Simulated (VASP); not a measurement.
# AlN (Fm-3m) in VASP: a series of runs

The runs below take AlN through single point, with PBE, LDA, r2SCAN.

All numbers are computed with VASP 6.6.1; they aren't measurements. Logs are shortened: lines on timing, memory, paths and dates and some standing lists are left out, and cuts for length are marked.

### 1 The cell of the first run

The structure is cubic, space group Fm-3m (No. 225). The conventional cell has a = 4.038 Å, b = 4.038 Å, c = 4.038 Å, α = 90.00°, β = 90.00°, γ = 90.00°. Al (site symmetry m-3m) has 6 N at 2.02 Å within 2.7 Å. N (site symmetry m-3m) has 6 Al at 2.02 Å within 2.7 Å.

### 2 Single point, PBE

Contents of INCAR:

```
  PREC = Accurate
  ENCUT = 520
  EDIFF = 1E-6
  ISMEAR = 0
  SIGMA = 0.01
  LREAL = F
  LASPH = T
  NELM = 60
  ALGO = Normal
  ISIF = 2
  LWAVE = F
  LCHARG = T
  GGA = PE
  LELF = T
  LVHAR = T
  NBANDS = 11
```

Contents of KPOINTS:

```
regular mesh
0
Gamma
  6 6 6
```

Contents of POSCAR:

```
AlN
1.0
    0.0000000000      2.0188684697      2.0188684697
    2.0188684697      0.0000000000      2.0188684697
    2.0188684697      2.0188684697      0.0000000000
Al N
1 1
Direct
    0.0000000000      0.0000000000      0.0000000000
    0.5000000000      0.5000000000      0.5000000000
```

Potentials or basis: VASP PAW PBE potentials, release 64 (Al, N).

Command:

```
$ cat potpaw_PBE.64/Al/POTCAR potpaw_PBE.64/N/POTCAR > POTCAR
$ mpirun -np 1 vasp_std > vasp.out
```

OUTCAR:

```text
PREC = Accurate
   ENCUT = 520
   EDIFF = 1E-6
   ISMEAR = 0
   LREAL = F
   LASPH = T
   NELM = 60
   ISIF = 2
   GGA = PE

 ion  position               nearest neighbor table
   1  0.000  0.000  0.000-   2 2.02   2 2.02   2 2.02   2 2.02   2 2.02   2 2.02
   2  0.500  0.500  0.500-   1 2.02   1 2.02   1 2.02   1 2.02   1 2.02   1 2.02

  LATTYP: Found a face centered cubic cell.
 ALAT       =     4.0377369394

  Lattice vectors:

 A1 = (   0.0000000000,   2.0188684697,   2.0188684697)
 A2 = (   2.0188684697,   0.0000000000,   2.0188684697)
 A3 = (   2.0188684697,   2.0188684697,   0.0000000000)

Analysis of symmetry for initial positions (statically):
=====================================================================
 Subroutine PRICEL returns:
 Original cell was already a primitive cell.

 Routine SETGRP: Setting up the symmetry group for a
 face centered cubic supercell.

 Subroutine GETGRP returns: Found 48 space group operations
 (whereof 48 operations were pure point group operations)
 out of a pool of 48 trial point group operations.

The static configuration has the point symmetry O_h .

Analysis of symmetry for dynamics (positions and initial velocities):
=====================================================================
 Subroutine PRICEL returns:
 Original cell was already a primitive cell.

 Routine SETGRP: Setting up the symmetry group for a
 face centered cubic supercell.

 Subroutine GETGRP returns: Found 48 space group operations
 (whereof 48 operations were pure point group operations)
 out of a pool of 48 trial point group operations.

The dynamic configuration has the point symmetry O_h .

 Subroutine INISYM returns: Found 48 space group operations
 (whereof 48 operations are pure point group operations),
 and found     1 'primitive' translations

----------------------------------------------------------------------------------------

                                     Primitive cell

  volume of cell :      16.4571

  direct lattice vectors                    reciprocal lattice vectors
     0.000000000  2.018868470  2.018868470    -0.247663485  0.247663485  0.247663485
     2.018868470  0.000000000  2.018868470     0.247663485 -0.247663485  0.247663485
     2.018868470  2.018868470  0.000000000     0.247663485  0.247663485 -0.247663485

  length of vectors
     2.855111170  2.855111170  2.855111170     0.428965738  0.428965738  0.428965738

  position of ions in fractional coordinates (direct lattice)
     0.000000000  0.000000000  0.000000000
     0.500000000  0.500000000  0.500000000

  ion indices of the primitive-cell ions
   primitive index   ion index
                 1           1
                 2           2

----------------------------------------------------------------------------------------

 KPOINTS: regular mesh

Automatic generation of k-mesh.
 Grid dimensions read from file:
 generate k-points for:    6    6    6

 Generating k-lattice:

  Cartesian coordinates                     Fractional coordinates (reciprocal lattice)
    -0.041277247  0.041277247  0.041277247     0.166666667  0.000000000  0.000000000
     0.041277247 -0.041277247  0.041277247     0.000000000  0.166666667  0.000000000
     0.041277247  0.041277247 -0.041277247     0.000000000  0.000000000  0.166666667

  Length of vectors
     0.071494290  0.071494290  0.071494290

  Shift w.r.t. Gamma in fractional coordinates (k-lattice)
     0.000000000  0.000000000  0.000000000

 Subroutine IBZKPT returns following result:
 ===========================================

 Found     16 irreducible k-points:

 Following reciprocal coordinates:
            Coordinates               Weight
  0.000000  0.000000  0.000000      1.000000
  0.166667  0.000000  0.000000      8.000000
  0.333333  0.000000  0.000000      8.000000
  0.500000  0.000000  0.000000      4.000000
  0.166667  0.166667  0.000000      6.000000
  0.333333  0.166667  0.000000     24.000000
[... 8 lines left out ...]
 -0.333333  0.333333  0.166667     24.000000
 -0.333333  0.500000  0.166667     12.000000
   k-points           NKPTS =     16   k-points in BZ     NKDIM =     16   number of bands    NBANDS=     11
   number of dos      NEDOS =    301   number of ions     NIONS =      2
   total plane-waves  NPLWV =  13824
   dimension x,y,z NGX =    24 NGY =   24 NGZ =   24
   dimension x,y,z NGXF=    48 NGYF=   48 NGZF=   48
   ions per type =               1   1
   NGX,Y,Z   is equivalent  to a cutoff of  13.97, 13.97, 13.97 a.u.
   NGXF,Y,Z  is equivalent  to a cutoff of  27.95, 27.95, 27.95 a.u.
 SYSTEM =  unknown system
   PREC   = accura    normal or accurate (medium, high low for compatibility)
   ISTART =      0    job   : 0-new  1-cont  2-samecut
   ICHARG =      2    charge: 1-file 2-atom 10-const
   ISPIN  =      1    spin polarized calculation?
   LNONCOLLINEAR =      F non collinear calculations
   LSORBIT =      F    spin-orbit coupling
   LASPH  =      T    aspherical Exc in radial PAW
   ENCUT  =  520.0 eV  38.22 Ry    6.18 a.u.   5.31  5.31  5.31*2*pi/ulx,y,z
   NELM   =     60;   NELMIN=  2; NELMDL= -5     # of ELM steps
   EDIFF  = 0.1E-05   stopping-criterion for ELM
   LREAL  =      F    real-space projection
   EDIFFG = 0.1E-04   stopping-criterion for IOM
   NSW    =      0    number of steps for IOM
   IBRION =     -1    ionic relax: 0-MD 1-quasi-New 2-CG
   NFREE  =      0    steps in history (QN), initial steepest desc. (CG)
   ISIF   =      2    stress and relaxation
   ISYM   =      2    0-nonsym 1-usesym 2-fastsym
   POTIM  = 0.5000    time-step for ionic-motion
   TEBEG  =    0.0;   TEEND  =   0.0 temperature during run
   PSTRESS=    0.0 pullay stress
   NELECT =       8.0000    total number of electrons
   NUPDOWN=      -1.0000    fix difference up-down
   EMIN   =  10.00;   EMAX   =-10.00  energy-range for DOS
   EFERMI =   0.00;   METHOD = LEGACY
   ISMEAR =     0;   SIGMA  =   0.01  broadening in eV -4-tet -1-fermi 0-gaus
   EFERMI_NEDOS =   21; number of points for ismear=-14 and -15
   IALGO  =     38    algorithm
   IMIX   =      4    mixing-type and parameters
     AMIX     =   0.40;   BMIX     =  1.00
     AMIX_MAG =   1.60;   BMIX_MAG =  1.00
  volume/ion in A,a.u.               =       8.23        55.53
  Fermi-wavevector in a.u.,A,eV,Ry     =   1.287222  2.432497 22.544045  1.656941
  Thomas-Fermi vector in A             =   2.419249
   LORBIT       =      0    0 simple, 1 ext, 2 COOP (PROOUT), +10 PAW based schemes
   GGA     = PE    functional components
   LHFCALC =     F    Hartree Fock is set to
   AEXX    =    0.0000 exact exchange contribution
   IVDW    =     0    specifies the selected vdW correction
   LEPSILON=     F    determine dielectric tensor
   LRPA    =     F    only Hartree local field effects (RPA)
 non-spin polarized calculation
 Gauss-broadening in eV      SIGMA  =   0.01
  energy-cutoff  :      520.00
  volume of cell :       16.46
 maximum number of plane-waves:       459
 NGX is ok and might be reduce to    24
   NGX = 11   NGY = 11   NGZ = 11

 number of electron       7.9999999 magnetization

 Free energy of the ion-electron system (eV)
  ---------------------------------------------------
  ext. energy  EPLUGINS =         0.00000000
  ---------------------------------------------------
  free energy    TOTEN  =       -14.53321943 eV

  energy without entropy =      -14.53321943  energy(sigma->0) =      -14.53321943

 E-fermi :  10.1739     XC(G=0): -12.3037

 val. band max:       10.0213679932   @ k =   0.0000   0.0000   0.0000
 cond. band min:      14.6623302514   @ k =   0.5000   0.5000   0.0000
 fundamental gap:      4.6409622582
 Fermi energy:        10.1738914959

 k-point     1 :       0.0000    0.0000    0.0000
  band No.  band energies     occupation
      1      -7.5704      2.00000
      2      10.0214      2.00000
      3      10.0214      2.00000
      4      10.0214      2.00000
      5      15.7579      0.00000
      6      22.1974      0.00000
      7      22.1974      0.00000
      8      22.1974      0.00000
      9      27.3495      0.00000
     10      27.8367      0.00000
     11      27.8367      0.00000

 k-point     2 :       0.1667    0.0000    0.0000
  band No.  band energies     occupation
      1      -7.0056      2.00000
      2       7.6238      2.00000
      3       9.7099      2.00000
      4       9.7099      2.00000
      5      16.9126      0.00000
      6      20.7891      0.00000
      7      22.7404      0.00000
      8      22.7404      0.00000
      9      25.6234      0.00000
     10      25.6234      0.00000
     11      27.9493      0.00000

 k-point     3 :       0.3333    0.0000    0.0000
  band No.  band energies     occupation
      1      -5.4980      2.00000
      2       3.7906      2.00000
      3       9.1731      2.00000
      4       9.1731      2.00000
      5      16.5746      0.00000
      6      21.6961      0.00000
      7      21.6961      0.00000
      8      22.2119      0.00000
      9      26.6061      0.00000
     10      27.8986      0.00000
     11      27.8986      0.00000

 k-point     4 :       0.5000    0.0000    0.0000
  band No.  band energies     occupation
      1      -4.2920      2.00000
      2       1.6892      2.00000
      3       8.9369      2.00000
      4       8.9369      2.00000
      5      16.1798      0.00000
      6      21.0496      0.00000
      7      21.0496      0.00000
      8      23.3843      0.00000
      9      26.1566      0.00000
     10      30.7440      0.00000
     11      30.7440      0.00000

 k-point     5 :       0.1667    0.1667    0.0000
  band No.  band energies     occupation
      1      -6.8210      2.00000
      2       7.8680      2.00000
      3       9.1210      2.00000
      4       9.1210      2.00000
      5      17.6424      0.00000
      6      19.1321      0.00000
      7      22.3598      0.00000
      8      23.7176      0.00000
      9      23.7176      0.00000
     10      28.7277      0.00000
     11      30.5824      0.00000
[... 99 lines left out ...]
 k-point    13 :       0.5000    0.5000    0.0000
  band No.  band energies     occupation
      1      -3.3045      2.00000
      2       2.6103      2.00000
      3       7.2120      2.00000
      4       7.2120      2.00000
      5      14.6623      0.00000
      6      15.3138      0.00000
      7      24.1223      0.00000
      8      27.3336      0.00000
      9      27.3336      0.00000
     10      33.2465      0.00000
     11      36.1796      0.00000

 k-point    14 :       0.5000    0.3333    0.1667
  band No.  band energies     occupation
      1      -4.3742      2.00000
      2       4.0065      2.00000
      3       6.1371      2.00000
      4       7.8981      2.00000
      5      18.3188      0.00000
      6      18.9669      0.00000
      7      20.3093      0.00000
      8      24.1417      0.00000
      9      26.8689      0.00000
     10      30.6711      0.00000
     11      33.9158      0.00000

 k-point    15 :      -0.3333    0.3333    0.1667
  band No.  band energies     occupation
      1      -3.4920      2.00000
      2       3.2067      2.00000
      3       5.2722      2.00000
      4       7.3147      2.00000
      5      18.2169      0.00000
      6      19.4073      0.00000
      7      21.6466      0.00000
      8      23.2083      0.00000
      9      28.1244      0.00000
     10      29.2813      0.00000
     11      34.9282      0.00000

 k-point    16 :      -0.3333    0.5000    0.1667
  band No.  band energies     occupation
      1      -3.1856      2.00000
      2       3.3764      2.00000
      3       5.4682      2.00000
      4       6.3455      2.00000
      5      16.9994      0.00000
      6      18.3443      0.00000
      7      22.7036      0.00000
      8      23.7340      0.00000
      9      28.1043      0.00000
     10      31.7019      0.00000
     11      34.9756      0.00000

------------------------ aborting loop because EDIFF is reached ----------------------------------------

  FORCE on cell =-STRESS in cart. coord.  units (eV):
  Direction    XX          YY          ZZ          XY          YZ          ZX
  --------------------------------------------------------------------------------------
  -------------------------------------------------------------------------------------
  Total        0.6276795      0.6276795      0.6276795      0.0000000      0.0000000     -0.0000000
  in kB       61.1074893     61.1074893     61.1074893      0.0000000      0.0000000     -0.0000000
  external PRESSURE =      61.1074893 kB  Pullay stress =       0.0000000 kB

 VOLUME and BASIS-vectors are now :
 -----------------------------------------------------------------------------
  energy-cutoff  :      520.00
  volume of cell :       16.46
      direct lattice vectors                 reciprocal lattice vectors
     0.000000000  2.018868470  2.018868470    -0.247663485  0.247663485  0.247663485
     2.018868470  0.000000000  2.018868470     0.247663485 -0.247663485  0.247663485
     2.018868470  2.018868470  0.000000000     0.247663485  0.247663485 -0.247663485

 POSITION                                       TOTAL-FORCE (eV/Angst)
 -----------------------------------------------------------------------------------
      0.00000      0.00000      0.00000         0.000000      0.000000     -0.000000
      2.01887      2.01887      2.01887        -0.000000     -0.000000      0.000000
 -----------------------------------------------------------------------------------
    total drift:                               -0.000000     -0.000000      0.000000

  FREE ENERGIE OF THE ION-ELECTRON SYSTEM (eV)
  ---------------------------------------------------
  free  energy   TOTEN  =       -14.5332194348 eV

  energy  without entropy=      -14.5332194348  energy(sigma->0) =      -14.53321943
```

Run time: 3.7 s. Hardware: 1 thread of Intel Xeon 6975P-C, shared host; peak memory 0.13 GiB.

Results:

```yaml
Free_energy: -14.5332 eV
Pressure: 6.1 GPa
Band_gap_on_the_k_mesh: 4.64 eV, indirect (least direct gap 5.74 eV)
```

Caveat: the k points lie up to 0.45 Å⁻¹ apart. A k mesh can miss the band edges.

### 3 Single point, PBE

Contents of INCAR:

```
SYSTEM = AlN
PREC = Accurate
ENCUT = 520
EDIFF = 1E-6
ISMEAR = 0
SIGMA = 0.01
LREAL = .FALSE.
LASPH = .TRUE.
NELM = 100
ALGO = Normal
ISIF = 2
LWAVE = .FALSE.
LCHARG = .FALSE.
GGA = PE
NBANDS = 11
```

Contents of KPOINTS:

```
Automatic mesh
0
G
  6 6 6
  0 0 0
```

POSCAR is that of step 2.

Potentials or basis: VASP PAW PBE potentials, release 64 (Al, N).

Command:

```
$ cat potpaw_PBE.64/Al/POTCAR potpaw_PBE.64/N/POTCAR > POTCAR
$ mpirun -np 1 vasp_std > vasp.out
```

It took 3.5 s on 1 thread of Intel Xeon 6975P-C, shared host; peak memory 0.13 GiB.

The run converged. Its results:

```yaml
Free_energy: -14.5332 eV
Pressure: 6.1 GPa
Band_gap_on_the_k_mesh: 4.64 eV, indirect (least direct gap 5.74 eV)
```

Levels at points of the mesh, in eV from the valence-band top:
```csv
k point,band 1,band 2,band 3,band 4,band 5,band 6,band 7,band 8
"(0.00, 0.00, 0.00)",-17.59,0.00,0.00,0.00,5.74,12.18,12.18,12.18
"(0.50, 0.00, 0.00)",-14.31,-8.33,-1.08,-1.08,6.16,11.03,11.03,13.36
"(0.50, 0.50, 0.00)",-13.33,-7.41,-2.81,-2.81,4.64,5.29,14.10,17.31
```

Caveat: the k points lie up to 0.45 Å⁻¹ apart. Expect the measured gap to be larger: semilocal functionals such as PBE lack the derivative discontinuity.

[end of part 1 of 2]
